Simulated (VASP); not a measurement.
Set up this calculation in VASP 6.6.1, as the native input.

| Quantity | Value |
| --- | --- |
| Task | relaxation of cell and atoms |
| Functional | PBEsol |
| Potentials or basis | VASP PAW PBE potentials, release 64 (Ti_sv) |
| Cutoff | 600 eV |
| k mesh | 20 × 20 × 20 |
| Occupations | fermi-dirac, width 0.15 eV |
| Spin | no spin polarisation |
| Dipole correction | no |
| Further INCAR settings | ALGO = Normal; EDIFF = 1e-06; IBRION = 2; EDIFFG = -0.001; NSW = 80; ISIF = 3 |

The structure of Ti lies in POSCAR:

```
Ti
1.0
   -1.6051160628      1.6051160628      1.6051160628
    1.6051160628     -1.6051160628      1.6051160628
    1.6051160628      1.6051160628     -1.6051160628
Ti
1
Direct
    0.0000000000      0.0000000000      0.0000000000
```

This isn't the form of Ti at room conditions, which is hcp.

These files were run (other wordings do the same):

INCAR

```
ALGO     = Normal         # electronic algorithm
EDIFF    = 1E-6           # SCF threshold, eV
EDIFFG   = -0.001         # ionic threshold
ENCUT    = 600            # plane-wave cutoff, eV
GGA      = PS             # functional
IBRION   = 2              # ionic algorithm
ISIF     = 3              # what is computed and relaxed
ISMEAR   = -1             # smearing method
LASPH    = T              # aspherical terms in the spheres
LCHARG   = F              # write CHGCAR
LREAL    = F              # projectors in reciprocal space
LWAVE    = F              # write WAVECAR
NELM     = 100            # most SCF steps
NSW      = 80             # ionic steps
PREC     = Accurate       # precision mode
SIGMA    = 0.15           # smearing width, eV
```

KPOINTS

```
k-points
0
Gamma
  20 20 20
```

Potentials or basis: VASP PAW PBE potentials, release 64 (Ti_sv).

Run with:

```bash
$ cat potpaw_PBE.64/Ti_sv/POTCAR > POTCAR
$ mpirun -np 1 vasp_std > vasp.out
```

Results of the run:

The relaxed volume is 16.65 Å³/atom. The relaxed cell is a = 2.786 Å, b = 2.786 Å, c = 2.786 Å, α = 109.47°, β = 109.47°, γ = 109.47°, the space group after relaxing (to 0.1 Å) is Im-3m (No. 229) and the energy gained by relaxing is 0.2 meV/atom. The ionic steps are 14, the pressure after relaxing is 0.0 GPa and the band gap on the k mesh is zero (bands 6 and 7 overlap by 1.72 eV).

Caveat: the PAW data sets were made with another functional, which shifts forces and pressure a little.

It took 5.3 min on 1 thread of Intel Xeon 8259CL (shared host), peak memory 0.2 GiB.
